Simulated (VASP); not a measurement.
# AlAs (F-43m) in VASP: notebook

AlAs is run at these levels: PBE+D3(BJ); tasks: single point.

All numbers are computed with VASP 6.6.1; they aren't measurements. Logs are shortened: lines on timing, memory, paths and dates and some standing lists are left out, and cuts for length are marked.

### Step 1. The cell of the first run

Symmetry: F-43m, No. 216, cubic system. The conventional cell has a = 5.664 Å, b = 5.664 Å, c = 5.664 Å, α = 90.00°, β = 90.00°, γ = 90.00°. Within 3.2 Å of Al (site symmetry -43m) lie 4 As at 2.45 Å. Within 3.2 Å of As (site symmetry -43m) lie 4 Al at 2.45 Å.

### Step 2. Single point, PBE+D3(BJ)

Input file INCAR:

```
  ALGO = Normal
  EDIFF = 1E-6
  ENCUT = 520
  GGA = PE
  ISIF = 2
  ISMEAR = 0
  IVDW = 12
  LASPH = T
  LCHARG = F
  LREAL = F
  LWAVE = F
  NBANDS = 11
  NELM = 80
  PREC = Accurate
  SIGMA = 0.02
```

Input file KPOINTS:

```
k-points
0
Gamma
  8 8 8
```

Input file POSCAR:

```
AlAs
1.0
    0.0000000000      2.8320999234      2.8320999234
    2.8320999234      0.0000000000      2.8320999234
    2.8320999234      2.8320999234      0.0000000000
Al As
1 1
Direct
    0.0000000000      0.0000000000      0.0000000000
    0.7500000000      0.7500000000      0.7500000000
```

Potentials or basis: VASP PAW PBE potentials, release 64 (Al, As).

Run with:

```
$ cat potpaw_PBE.64/Al/POTCAR potpaw_PBE.64/As/POTCAR > POTCAR
$ mpirun -np 1 vasp_std > vasp.out
```

OUTCAR:

```text
EDIFF = 1E-6
   ENCUT = 520
   GGA = PE
   ISIF = 2
   ISMEAR = 0
   IVDW = 12
   LASPH = T
   LREAL = F
   NELM = 80
   PREC = Accurate
 IVDW          = 12

 ion  position               nearest neighbor table
   1  0.000  0.000  0.000-   2 2.45   2 2.45   2 2.45   2 2.45
   2  0.750  0.750  0.750-   1 2.45   1 2.45   1 2.45   1 2.45

  LATTYP: Found a face centered cubic cell.
 ALAT       =     5.6641998468

  Lattice vectors:

 A1 = (   0.0000000000,   2.8320999234,   2.8320999234)
 A2 = (   2.8320999234,   0.0000000000,   2.8320999234)
 A3 = (   2.8320999234,   2.8320999234,   0.0000000000)

Analysis of symmetry for initial positions (statically):
=====================================================================
 Subroutine PRICEL returns:
 Original cell was already a primitive cell.

 Routine SETGRP: Setting up the symmetry group for a
 face centered cubic supercell.

 Subroutine GETGRP returns: Found 24 space group operations
 (whereof 24 operations were pure point group operations)
 out of a pool of 48 trial point group operations.

The static configuration has the point symmetry T_d .

Analysis of symmetry for dynamics (positions and initial velocities):
=====================================================================
 Subroutine PRICEL returns:
 Original cell was already a primitive cell.

 Routine SETGRP: Setting up the symmetry group for a
 face centered cubic supercell.

 Subroutine GETGRP returns: Found 24 space group operations
 (whereof 24 operations were pure point group operations)
 out of a pool of 48 trial point group operations.

The dynamic configuration has the point symmetry T_d .

 Subroutine INISYM returns: Found 24 space group operations
 (whereof 24 operations are pure point group operations),
 and found     1 'primitive' translations

----------------------------------------------------------------------------------------

                                     Primitive cell

  volume of cell :      45.4314

  direct lattice vectors                    reciprocal lattice vectors
     0.000000000  2.832099923  2.832099923    -0.176547443  0.176547443  0.176547443
     2.832099923  0.000000000  2.832099923     0.176547443 -0.176547443  0.176547443
     2.832099923  2.832099923  0.000000000     0.176547443  0.176547443 -0.176547443

  length of vectors
     4.005194122  4.005194122  4.005194122     0.305789141  0.305789141  0.305789141

  position of ions in fractional coordinates (direct lattice)
     0.000000000  0.000000000  0.000000000
     0.750000000  0.750000000  0.750000000

  ion indices of the primitive-cell ions
   primitive index   ion index
                 1           1
                 2           2

----------------------------------------------------------------------------------------

 KPOINTS: k-points

Automatic generation of k-mesh.
 Grid dimensions read from file:
 generate k-points for:    8    8    8

 Generating k-lattice:

  Cartesian coordinates                     Fractional coordinates (reciprocal lattice)
    -0.022068430  0.022068430  0.022068430     0.125000000  0.000000000  0.000000000
     0.022068430 -0.022068430  0.022068430     0.000000000  0.125000000  0.000000000
     0.022068430  0.022068430 -0.022068430     0.000000000  0.000000000  0.125000000

  Length of vectors
     0.038223643  0.038223643  0.038223643

  Shift w.r.t. Gamma in fractional coordinates (k-lattice)
     0.000000000  0.000000000  0.000000000

 Subroutine IBZKPT returns following result:
 ===========================================

 Found     29 irreducible k-points:

 Following reciprocal coordinates:
            Coordinates               Weight
  0.000000  0.000000  0.000000      1.000000
  0.125000  0.000000  0.000000      8.000000
  0.250000  0.000000  0.000000      8.000000
  0.375000  0.000000  0.000000      8.000000
  0.500000  0.000000  0.000000      4.000000
  0.125000  0.125000  0.000000      6.000000
[... 16 lines left out ...]
  0.500000  0.250000  0.125000     48.000000
 -0.375000  0.250000  0.125000     24.000000
 [... further k-points ...]
   k-points           NKPTS =     29   k-points in BZ     NKDIM =     29   number of bands    NBANDS=     11
   number of dos      NEDOS =    301   number of ions     NIONS =      2
   total plane-waves  NPLWV =  27000
   dimension x,y,z NGX =    30 NGY =   30 NGZ =   30
   dimension x,y,z NGXF=    60 NGYF=   60 NGZF=   60
   ions per type =               1   1
   NGX,Y,Z   is equivalent  to a cutoff of  12.45, 12.45, 12.45 a.u.
   NGXF,Y,Z  is equivalent  to a cutoff of  24.90, 24.90, 24.90 a.u.
 SYSTEM =  unknown system
   PREC   = accura    normal or accurate (medium, high low for compatibility)
   ISTART =      0    job   : 0-new  1-cont  2-samecut
   ICHARG =      2    charge: 1-file 2-atom 10-const
   ISPIN  =      1    spin polarized calculation?
   LNONCOLLINEAR =      F non collinear calculations
   LSORBIT =      F    spin-orbit coupling
   LASPH  =      T    aspherical Exc in radial PAW
   ENCUT  =  520.0 eV  38.22 Ry    6.18 a.u.   7.45  7.45  7.45*2*pi/ulx,y,z
   NELM   =     80;   NELMIN=  2; NELMDL= -5     # of ELM steps
   EDIFF  = 0.1E-05   stopping-criterion for ELM
   LREAL  =      F    real-space projection
   EDIFFG = 0.1E-04   stopping-criterion for IOM
   NSW    =      0    number of steps for IOM
   IBRION =     -1    ionic relax: 0-MD 1-quasi-New 2-CG
   NFREE  =      0    steps in history (QN), initial steepest desc. (CG)
   ISIF   =      2    stress and relaxation
   ISYM   =      2    0-nonsym 1-usesym 2-fastsym
   POTIM  = 0.5000    time-step for ionic-motion
   TEBEG  =    0.0;   TEEND  =   0.0 temperature during run
   PSTRESS=    0.0 pullay stress
   NELECT =       8.0000    total number of electrons
   NUPDOWN=      -1.0000    fix difference up-down
   EMIN   =  10.00;   EMAX   =-10.00  energy-range for DOS
   EFERMI =   0.00;   METHOD = LEGACY
   ISMEAR =     0;   SIGMA  =   0.02  broadening in eV -4-tet -1-fermi 0-gaus
   EFERMI_NEDOS =   21; number of points for ismear=-14 and -15
   IALGO  =     38    algorithm
   IMIX   =      4    mixing-type and parameters
     AMIX     =   0.40;   BMIX     =  1.00
     AMIX_MAG =   1.60;   BMIX_MAG =  1.00
  volume/ion in A,a.u.               =      22.72       153.29
  Fermi-wavevector in a.u.,A,eV,Ry     =   0.917599  1.734011 11.455941  0.841988
  Thomas-Fermi vector in A             =   2.042586
   LORBIT       =      0    0 simple, 1 ext, 2 COOP (PROOUT), +10 PAW based schemes
   GGA     = PE    functional components
   LHFCALC =     F    Hartree Fock is set to
   AEXX    =    0.0000 exact exchange contribution
   IVDW    =    12    specifies the selected vdW correction
   LEPSILON=     F    determine dielectric tensor
   LRPA    =     F    only Hartree local field effects (RPA)
 non-spin polarized calculation
 Gauss-broadening in eV      SIGMA  =   0.02
  energy-cutoff  :      520.00
  volume of cell :       45.43
 maximum number of plane-waves:      1243
 NGX is ok and might be reduce to    30
   NGX = 15   NGY = 15   NGZ = 15

 number of electron       8.0000000 magnetization

 Free energy of the ion-electron system (eV)
  ---------------------------------------------------
  ext. energy  EPLUGINS =         0.00000000
  ---------------------------------------------------
  free energy    TOTEN  =        -9.37478028 eV

  energy without entropy =       -9.37478028  energy(sigma->0) =       -9.37478028

 E-fermi :   4.0117     XC(G=0):  -9.0346

 val. band max:        3.8741393137   @ k =   0.0000   0.0000   0.0000
 cond. band min:       5.3119326577   @ k =   0.5000   0.5000   0.0000
 fundamental gap:      1.4377933440
 Fermi energy:         4.0116836615

 k-point     1 :       0.0000    0.0000    0.0000
  band No.  band energies     occupation
      1      -7.9806      2.00000
      2       3.8741      2.00000
      3       3.8741      2.00000
      4       3.8741      2.00000
      5       5.9209      0.00000
      6       8.1582      0.00000
      7       8.1582      0.00000
      8       8.1582      0.00000
      9      12.7352      0.00000
     10      12.8820      0.00000
     11      12.8820      0.00000

 k-point     2 :       0.1250    0.0000    0.0000
  band No.  band energies     occupation
      1      -7.8279      2.00000
      2       2.4486      2.00000
      3       3.7132      2.00000
      4       3.7132      2.00000
      5       6.6645      0.00000
      6       8.4400      0.00000
      7       8.4400      0.00000
      8       8.5654      0.00000
      9      12.2805      0.00000
     10      12.2805      0.00000
     11      13.4553      0.00000

 k-point     3 :       0.2500    0.0000    0.0000
  band No.  band energies     occupation
      1      -7.4044      2.00000
      2       0.4920      2.00000
      3       3.3957      2.00000
      4       3.3957      2.00000
      5       6.4848      0.00000
      6       8.7819      0.00000
      7       8.7819      0.00000
      8      10.3189      0.00000
      9      12.1774      0.00000
     10      12.1774      0.00000
     11      13.2671      0.00000

 k-point     4 :       0.3750    0.0000    0.0000
  band No.  band energies     occupation
      1      -6.8565      2.00000
      2      -1.0549      2.00000
      3       3.1421      2.00000
      4       3.1421      2.00000
      5       6.1405      0.00000
      6       8.6688      0.00000
      7       8.6688      0.00000
      8      11.5837      0.00000
      9      13.4737      0.00000
     10      13.4737      0.00000
     11      13.6053      0.00000
[... 239 lines left out ...]
 k-point    22 :       0.3750    0.2500    0.1250
  band No.  band energies     occupation
      1      -7.0499      2.00000
      2       0.1135      2.00000
      3       1.9233      2.00000
      4       2.8993      2.00000
      5       7.4665      0.00000
      6       8.1450      0.00000
      7       9.1742      0.00000
      8      10.3970      0.00000
      9      12.0465      0.00000
     10      14.3089      0.00000
     11      15.9001      0.00000

 k-point    23 :       0.5000    0.2500    0.1250
  band No.  band energies     occupation
      1      -6.5566      2.00000
      2      -0.9007      2.00000
      3       1.3388      2.00000
      4       2.5179      2.00000
      5       7.5515      0.00000
      6       8.3321      0.00000
      7       9.6577      0.00000
      8      10.7358      0.00000
      9      13.2126      0.00000
     10      14.4207      0.00000
     11      16.0445      0.00000

 k-point    24 :      -0.3750    0.2500    0.1250
  band No.  band energies     occupation
      1      -6.3016      2.00000
      2      -1.3811      2.00000
      3       1.1882      2.00000
      4       2.3348      2.00000
      5       7.5398      0.00000
      6       8.1175      0.00000
      7      10.5478      0.00000
      8      11.5113      0.00000
      9      12.2273      0.00000
     10      14.8799      0.00000
     11      16.1636      0.00000

 [... further k-points ...]

------------------------ aborting loop because EDIFF is reached ----------------------------------------

 Edisp (eV)   -0.63311

 E8    (eV) :    -0.2767

  FORCE on cell =-STRESS in cart. coord.  units (eV):
  Direction    XX          YY          ZZ          XY          YZ          ZX
  --------------------------------------------------------------------------------------
  -------------------------------------------------------------------------------------
  Total       0.05827     0.05827     0.05827     0.00000     0.00000     0.00000
  in kB       2.05501     2.05501     2.05501     0.00000     0.00000     0.00000
  external pressure =        2.06 kB  Pullay stress =        0.00 kB

 VOLUME and BASIS-vectors are now :
 -----------------------------------------------------------------------------
  energy-cutoff  :      520.00
  volume of cell :       45.43
      direct lattice vectors                 reciprocal lattice vectors
     0.000000000  2.832099923  2.832099923    -0.176547443  0.176547443  0.176547443
     2.832099923  0.000000000  2.832099923     0.176547443 -0.176547443  0.176547443
     2.832099923  2.832099923  0.000000000     0.176547443  0.176547443 -0.176547443

 POSITION                                       TOTAL-FORCE (eV/Angst)
 -----------------------------------------------------------------------------------
      0.00000      0.00000      0.00000        -0.000000      0.000000      0.000000
      4.24815      4.24815      4.24815         0.000000     -0.000000     -0.000000
 -----------------------------------------------------------------------------------
    total drift:                                0.000000      0.000000      0.000000

  FREE ENERGIE OF THE ION-ELECTRON SYSTEM (eV)
  ---------------------------------------------------
  free  energy   TOTEN  =       -10.0078919672 eV

  energy  without entropy=      -10.0078919672  energy(sigma->0) =      -10.00789197
```

Run time: 24 s. Hardware: 1 thread of Intel Xeon 8259CL, shared host; peak memory 0.18 GiB.

What came out:

- Free energy: -10.0079 eV
- Pressure: 0.2 GPa
- Band gap on the k mesh: 1.44 eV, indirect (least direct gap 2.05 eV)
- Dispersion energy per atom: -0.317 eV

### Step 3. Single point, PBE+D3(BJ)

Input file INCAR:

```
SYSTEM = AlAs
PREC = Accurate ; ENCUT = 500
EDIFF = 1E-6 ; ISMEAR = 0
SIGMA = 0.1 ; LREAL = .False.
LASPH = .True. ; NELM = 120
ALGO = Normal ; ISIF = 2
LWAVE = .False. ; LCHARG = .False.
GGA = PE ; IVDW = 12
NBANDS = 11 ; GGA_COMPAT = .False.
```

Input file KPOINTS:

```
regular mesh
0
Gamma
  6 6 6
  0 0 0
```

Input file POSCAR:

```
AlAs
1.0
    0.0000000000      2.8304000000      2.8304000000
    2.8304000000      0.0000000000      2.8304000000
    2.8304000000      2.8304000000      0.0000000000
Al As
1 1
Direct
    0.0000000000      0.0000000000      0.0000000000
    0.7500000000      0.7500000000      0.7500000000
```

Potentials or basis: VASP PAW PBE potentials, release 64 (Al, As).

Run with:

```
$ cat potpaw_PBE.64/Al/POTCAR potpaw_PBE.64/As/POTCAR > POTCAR
$ mpirun -np 1 vasp_std > vasp.out
```

Wall time 8.3 s (1 thread of Intel Xeon Platinum 8259CL at 2.50GHz (Skylake/Cascade Lake), shared host); peak memory 0.17 GiB.

The run converged. Its results:

| Quantity | Value |
| --- | --- |
| Free energy | -9.9972 eV |
| Pressure | 0.4 GPa |
| Band gap on the k mesh | 1.43 eV, indirect (least direct gap 2.06 eV) |
| Dispersion energy per atom | -0.317 eV |

Levels at points of the mesh, in eV from the valence-band top:
```
           k point  band 2  band 3  band 4  band 5  band 6  band 7
(0.00, 0.00, 0.00)    0.00    0.00    0.00    2.06    4.28    4.28
(0.50, 0.00, 0.00)   -5.57   -0.83   -0.83    2.14    4.68    4.68
(0.50, 0.50, 0.00)   -5.43   -2.18   -2.18    1.43    2.29   10.33
```

A k mesh can miss the band edges.
